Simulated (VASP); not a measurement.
# ZrB2 (P6/mmm) in VASP: settings compared

Aim: see how the results for ZrB2 move with the level of theory and the settings. Levels: LDA, r2SCAN. Tasks: relaxation of cell and atoms.

Everything below comes from runs of VASP 6.6.1. Logs are shortened: lines on timing, memory, paths and dates and some standing lists are left out, and cuts for length are marked.

### 1 The cell of the first run

The structure is hexagonal, space group P6/mmm (No. 191). Conventional cell: a = 3.170 Å, b = 3.170 Å, c = 3.533 Å, α = 90.00°, β = 90.00°, γ = 120.00°. Zr (site symmetry 6/mmm) has 12 B at 2.54 Å and 6 Zr at 3.17 Å within 3.4 Å. B (site symmetry -6m2) has 3 B at 1.83 Å within 2.4 Å.

### 2 Relaxation of cell and atoms, LDA

The input, INCAR:

```
SYSTEM = ZrB2
PREC     = Accurate       ! precision mode
ENCUT    = 600            ! plane-wave cutoff, eV
EDIFF    = 1E-6           ! SCF threshold, eV
ISMEAR   = -1             ! smearing method
SIGMA    = 0.1            ! smearing width, eV
LREAL    = .FALSE.        ! projectors in reciprocal space
LASPH    = .TRUE.         ! aspherical terms in the spheres
NELM     = 100            ! most SCF steps
ALGO     = Normal         ! electronic algorithm
ISIF     = 3              ! what is computed and relaxed
LWAVE    = .FALSE.        ! write WAVECAR
LCHARG   = .FALSE.        ! write CHGCAR
GGA      = CA             ! functional
IBRION   = 2              ! ionic algorithm
NSW      = 80             ! ionic steps
EDIFFG   = -0.01          ! ionic threshold
```

The input, KPOINTS:

```
regular mesh
0
G
  11 11 9
  0 0 0
```

The input, POSCAR:

```
ZrB2
1.0
    3.1700000000      0.0000000000      0.0000000000
   -1.5850000000      2.7453005300      0.0000000000
    0.0000000000      0.0000000000      3.5330000000
Zr B
1 2
Direct
    0.0000000000      0.0000000000      0.0000000000
    0.3333333300      0.6666666700      0.5000000000
    0.6666666700      0.3333333300      0.5000000000
```

Potentials or basis: VASP PAW LDA potentials, release 64 (Zr_sv, B).

Started as:

```bash
$ cat potpaw_LDA.64/Zr_sv/POTCAR potpaw_LDA.64/B/POTCAR > POTCAR
$ mpirun -np 1 vasp_std > vasp.out
```

OUTCAR:

```text
SYSTEM = ZrB2
   PREC = Accurate
   ENCUT = 600
   EDIFF = 1E-6
   ISMEAR = -1
   LREAL = .FALSE.
   LASPH = .TRUE.
   NELM = 100
   ISIF = 3
   GGA = CA
   IBRION = 2
   NSW = 80
   EDIFFG = -0.01

 ion  position               nearest neighbor table
   1  0.000  0.000  0.000-   2 2.54   3 2.54   2 2.54   3 2.54   3 2.54   3 2.54   2 2.54   2 2.54
                             3 2.54   3 2.54   2 2.54   2 2.54
   2  0.333  0.667  0.500-   3 1.83   3 1.83   3 1.83   1 2.54   1 2.54   1 2.54   1 2.54   1 2.54
                             1 2.54
   3  0.667  0.333  0.500-   2 1.83   2 1.83   2 1.83   1 2.54   1 2.54   1 2.54   1 2.54   1 2.54
                             1 2.54

  LATTYP: Found a hexagonal cell.
 ALAT       =     3.1700000000
 C/A-ratio  =     1.1145110410

  Lattice vectors:

 A1 = (   3.1700000000,   0.0000000000,   0.0000000000)
 A2 = (  -1.5850000000,   2.7453005300,   0.0000000000)
 A3 = (   0.0000000000,   0.0000000000,   3.5330000000)

Analysis of symmetry for initial positions (statically):
=====================================================================
 Subroutine PRICEL returns:
 Original cell was already a primitive cell.

 Routine SETGRP: Setting up the symmetry group for a
 hexagonal supercell.

 Subroutine GETGRP returns: Found 24 space group operations
 (whereof 24 operations were pure point group operations)
 out of a pool of 24 trial point group operations.

The static configuration has the point symmetry D_6h.

Analysis of symmetry for dynamics (positions and initial velocities):
=====================================================================
 Subroutine PRICEL returns:
 Original cell was already a primitive cell.

 Routine SETGRP: Setting up the symmetry group for a
 hexagonal supercell.

 Subroutine GETGRP returns: Found 24 space group operations
 (whereof 24 operations were pure point group operations)
 out of a pool of 24 trial point group operations.

The dynamic configuration has the point symmetry D_6h.

 Subroutine INISYM returns: Found 24 space group operations
 (whereof 24 operations are pure point group operations),
 and found     1 'primitive' translations

----------------------------------------------------------------------------------------

                                     Primitive cell

  volume of cell :      30.7463

[... 110 lines left out ...]
     AMIX_MAG =   1.60;   BMIX_MAG =  1.00
  volume/ion in A,a.u.               =      10.25        69.16
  Fermi-wavevector in a.u.,A,eV,Ry     =   1.369519  2.588016 25.518847  1.875582
  Thomas-Fermi vector in A             =   2.495387
   LORBIT       =      0    0 simple, 1 ext, 2 COOP (PROOUT), +10 PAW based schemes
   GGA     = CA    functional components
   LHFCALC =     F    Hartree Fock is set to
   AEXX    =    0.0000 exact exchange contribution
   IVDW    =     0    specifies the selected vdW correction
   LEPSILON=     F    determine dielectric tensor
   LRPA    =     F    only Hartree local field effects (RPA)
 conjugate gradient relaxation of ions
 non-spin polarized calculation
  energy-cutoff  :      600.00
  volume of cell :       30.75
 maximum number of plane-waves:      1046
 NGX is ok and might be reduce to    28
   NGX = 13   NGY = 13   NGZ = 15

--------------------------------------- Ionic step        1  -------------------------------------------

 number of electron      18.0000000 magnetization

 Free energy of the ion-electron system (eV)
  ---------------------------------------------------
  ext. energy  EPLUGINS =         0.00000000
  ---------------------------------------------------
  free energy    TOTEN  =       -27.46254016 eV

  energy without entropy =      -27.45526295  energy(sigma->0) =      -27.45890156

------------------------ aborting loop because EDIFF is reached ----------------------------------------

  FORCE on cell =-STRESS in cart. coord.  units (eV):
  Direction    XX          YY          ZZ          XY          YZ          ZX
  --------------------------------------------------------------------------------------
  -------------------------------------------------------------------------------------
  Total       -1.6385009     -1.6385009     -1.5318378      0.0000000      0.0000000      0.0000000
  in kB      -85.3816354    -85.3816354    -79.8234628      0.0000000      0.0000000      0.0000000
  external PRESSURE =     -83.5289112 kB  Pullay stress =       0.0000000 kB
[... 135 lines left out ...]
--------------------------------------- Ionic step        5  -------------------------------------------

 number of electron      18.0000000 magnetization

 Free energy of the ion-electron system (eV)
  ---------------------------------------------------
  ext. energy  EPLUGINS =         0.00000000
  ---------------------------------------------------
  free energy    TOTEN  =       -27.49028373 eV

  energy without entropy =      -27.48338630  energy(sigma->0) =      -27.48683502

 E-fermi :  10.7921     XC(G=0): -12.7477

 val. band max:       10.6452260877   @ k =   0.1818   0.1818   0.1111
 cond. band min:      10.8009428989   @ k =   0.2727   0.1818   0.0000
 fundamental gap:      0.1557168112
 Fermi energy:        10.7921011915

 k-point     1 :       0.0000    0.0000    0.0000
  band No.  band energies     occupation
      1     -37.3869      2.00000
      2     -15.7518      2.00000
      3     -15.1313      2.00000
      4     -15.1313      2.00000
      5      -1.8641      2.00000
      6       8.1575      2.00000
      7       8.1575      2.00000
      8       8.1812      2.00000
      9       8.5798      2.00000
     10      14.3816      0.00000
     11      14.3816      0.00000
     12      15.1726      0.00000
     13      15.1726      0.00000
[... 354 lines left out ...]
  band No.  band energies     occupation
      1     -37.3197      2.00000
      2     -15.7071      2.00000
      3     -15.6289      2.00000
      4     -15.2633      2.00000
      5      -0.6102      2.00000
      6       5.9347      2.00000
      7       7.1489      2.00000
      8       7.7684      2.00000
      9       9.5070      1.99999
     10      11.7501      0.00014
     11      14.0873      0.00000
     12      14.6641      0.00000
     13      15.8743      0.00000

 [... further k-points ...]

------------------------ aborting loop because EDIFF is reached ----------------------------------------

  FORCE on cell =-STRESS in cart. coord.  units (eV):
  Direction    XX          YY          ZZ          XY          YZ          ZX
  --------------------------------------------------------------------------------------
  -------------------------------------------------------------------------------------
  Total        0.0171376      0.0171376      0.0115777      0.0000000      0.0000000      0.0000000
  in kB        0.9244268      0.9244268      0.6245194      0.0000000      0.0000000      0.0000000
  external PRESSURE =       0.8244577 kB  Pullay stress =       0.0000000 kB
[... 18 lines left out ...]
  FREE ENERGIE OF THE ION-ELECTRON SYSTEM (eV)
  ---------------------------------------------------
  free  energy   TOTEN  =       -27.4902837304 eV

  energy  without entropy=      -27.4833863028  energy(sigma->0) =      -27.48683502

 reached required accuracy - stopping structural energy minimisation
```

OSZICAR:

```text
N       E                     dE             d eps       ncg     rms          rms(c)
DAV:   1     0.120372375056E+03    0.12037E+03   -0.10712E+04  2080   0.154E+03
DAV:   2    -0.237535114374E+02   -0.14413E+03   -0.13947E+03  2400   0.359E+02
DAV:   3    -0.301215981589E+02   -0.63681E+01   -0.63027E+01  3423   0.655E+01
[... 39 lines left out ...]
       N       E                     dE             d eps       ncg     rms          rms(c)
DAV:   1    -0.274903315441E+02   -0.73255E-04   -0.34201E-03  2240   0.588E-01    0.435E-02
DAV:   2    -0.274902971554E+02    0.34389E-04   -0.77070E-05  2360   0.780E-02    0.227E-02
DAV:   3    -0.274902837479E+02    0.13407E-04   -0.36398E-05  2375   0.533E-02    0.359E-03
DAV:   4    -0.274902837304E+02    0.17525E-07   -0.97355E-07  1622   0.911E-03
   5 F= -.27490284E+02 E0= -.27486835E+02  d E =-.246411E-04
```

It took 71 s on 1 thread of Intel Xeon 6975P-C, shared host; peak memory 0.18 GiB.

What came out:

```yaml
Free_energy: -27.4903 eV
Relaxed_volume: 9.90 Å³/atom
Relaxed_cell: a = 3.134 Å, b = 3.134 Å, c = 3.492 Å, α = 90.00°, β = 90.00°, γ = 120.00°
Space_group_after_relaxing_to_0.05_Å: P6/mmm (No. 191)
Energy_gained_by_relaxing: 9.2 meV/atom
Ionic_steps: 5
Pressure_after_relaxing: 0.1 GPa
Band_gap_on_the_k_mesh: zero (band 9 reaches 11.63 eV, above the bottom of band 10 at 10.35 eV)
```

Step by step:
```tsv
step	energy change (eV)	largest force (eV/Å)	pressure (GPa)	volume (Å³)
1	0.0000	0.0000	-8.35	30.75
2	0.0210	0.0000	12.58	28.43
3	-0.0277	0.0000	-0.10	29.72
4	-0.0277	0.0000	0.03	29.70
5	-0.0277	0.0000	0.08	29.70
```

Final structure:
```
Zr B
1.0
     3.13395    0.00000    0.00000
    -1.56698    2.71408    0.00000
     0.00000    0.00000    3.49198
Zr B
1 2
Direct
  0.00000 0.00000 0.00000
  0.33333 0.66667 0.50000
  0.66667 0.33333 0.50000
```

Levels at points of the mesh, in eV from the Fermi level:
| k point | band 6 | band 7 | band 8 | band 9 | band 10 | band 11 | band 12 | band 13 |
| --- | --- | --- | --- | --- | --- | --- | --- | --- |
| (0.00, 0.00, 0.00) | -2.63 | -2.63 | -2.61 | -2.21 | 3.59 | 3.59 | 4.38 | 4.38 |

### 3 Relaxation of cell and atoms, r2SCAN

POSCAR is that of step 2.

The input, INCAR.step1:

```
SYSTEM = ZrB2
ALGO = Normal
EDIFF = 1E-4
ENCUT = 600
GGA = PE
ISMEAR = -1
LASPH = .TRUE.
LCHARG = .FALSE.
LREAL = .FALSE.
LWAVE = .TRUE.
NELM = 100
PREC = Accurate
SIGMA = 0.1
```

The input, INCAR.step2:

```
SYSTEM = ZrB2
ALGO = Normal
EDIFF = 1E-6
EDIFFG = -0.01
ENCUT = 600
IBRION = 2
ISIF = 3
ISMEAR = -1
ISTART = 1
LASPH = .TRUE.
LCHARG = .FALSE.
LMIXTAU = .TRUE.
LREAL = .FALSE.
LWAVE = .FALSE.
METAGGA = R2SCAN
NELM = 100
NSW = 80
PREC = Accurate
SIGMA = 0.1
```

The input, KPOINTS:

```
k-points
0
G
  11 11 9
  0 0 0
```

Potentials or basis: VASP PAW PBE potentials, release 64 (Zr_sv, B).

Started as:

```bash
$ cat potpaw_PBE.64/Zr_sv/POTCAR potpaw_PBE.64/B/POTCAR > POTCAR
$ cp INCAR.step1 INCAR
$ mpirun -np 1 vasp_std > vasp.out
$ cp INCAR.step2 INCAR
$ mpirun -np 1 vasp_std > vasp.out
```

Wall time 5.9 min (1 thread of Intel Xeon 6975P-C, shared host); peak memory 0.21 GiB.

The run converged. Its results:

```
Free energy                            : -40.6445 eV
Relaxed volume                         : 10.29 Å³/atom
Relaxed cell                           : a = 3.167 Å, b = 3.167 Å, c = 3.552 Å, α = 90.00°, β = 90.00°, γ = 120.00°
Space group after relaxing (to 0.05 Å) : P6/mmm (No. 191)
Energy gained by relaxing              : 0.4 meV/atom
Ionic steps                            : 5
Pressure after relaxing                : 0.0 GPa
Band gap on the k mesh                 : zero (band 9 reaches 11.47 eV, above the bottom of band 10 at 10.11 eV)
```

Step by step:
```
step  energy change (eV)  largest force (eV/Å)  pressure (GPa)  volume (Å³)
   1              0.0000                0.0000            0.85        30.75
   2             -0.0008                0.0000           -0.98        30.99
   3             -0.0010                0.0000           -0.37        30.91
   4             -0.0011                0.0000            0.22        30.84
   5             -0.0012                0.0000            0.00        30.86
```

Final structure:
```cif
data_structure
_symmetry_space_group_name_H-M 'P 1'
_symmetry_Int_Tables_number 1
_cell_length_a 3.1673
_cell_length_b 3.1673
_cell_length_c 3.5524
_cell_angle_alpha 90.000
_cell_angle_beta 90.000
_cell_angle_gamma 120.000
_cell_volume 30.86
loop_
_atom_site_label
_atom_site_type_symbol
_atom_site_fract_x
_atom_site_fract_y
_atom_site_fract_z
_atom_site_occupancy
Zr1 Zr 0.00000 0.00000 0.00000 1
B1 B 0.33333 0.66667 0.50000 1
B2 B 0.66667 0.33333 0.50000 1
```

Levels at points of the mesh, in eV from the Fermi level:
```tsv
k point	band 7	band 8	band 9	band 10	band 11	band 12
(0.00, 0.00, 0.00)	-2.68	-2.63	-2.61	3.65	3.65	4.42
```

Caveat: the PAW data sets were made with another functional, which shifts forces and pressure a little. Zero-point motion and thermal expansion aren't in these numbers.
